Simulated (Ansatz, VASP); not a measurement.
**Two plane-wave programs on Ti3Si8Mo**

```
CELL_PARAMETERS angstrom
4.72848 0.00000 0.00000
0.00000 4.72848 0.00000
0.00000 0.00000 8.15593
ATOMIC_POSITIONS crystal
Ti 0.00000 0.50000 0.00000
Ti 0.50000 0.50000 0.50000
Ti 0.50000 0.00000 0.00000
Si 0.00000 0.50000 0.66457
Si 0.00000 0.00000 0.16457
Si 0.50000 0.50000 0.16457
Si 0.50000 0.00000 0.66457
Si 0.00000 0.50000 0.33543
Si 0.00000 0.00000 0.83543
Si 0.50000 0.50000 0.83543
Si 0.50000 0.00000 0.33543
Mo 0.00000 0.00000 0.50000
```

Alike in both runs: task relaxation of cell and atoms; functional PBE; k mesh 4 × 4 × 2; occupations gaussian, width 0.1 eV; no spin polarisation.

|  | VASP | Ansatz |
| --- | --- | --- |
| version | VASP 6.6.1 | Ansatz 0.2.0 |
| potentials or method | VASP PAW PBE potentials, release 64 (Ti_sv, Si, Mo_sv), cutoff 500 eV | scalar-relativistic, plane waves, PAW |
| valence electrons in the cell | 82 | 82 |

```tsv
	VASP	Ansatz	Ansatz less VASP
gap on the k mesh at the Fermi level, each at its own relaxed structure (eV)	none	none	-
relaxed volume (Å³/atom)	14.11	14.09	-0.025
relaxed cell length with the largest relative difference (Å)	8.220	8.201	-0.0192
```

A gap of «none» marks a metal or a gap that the smearing closes.

The k mesh is coarse, so the values compare programs but aren't converged.
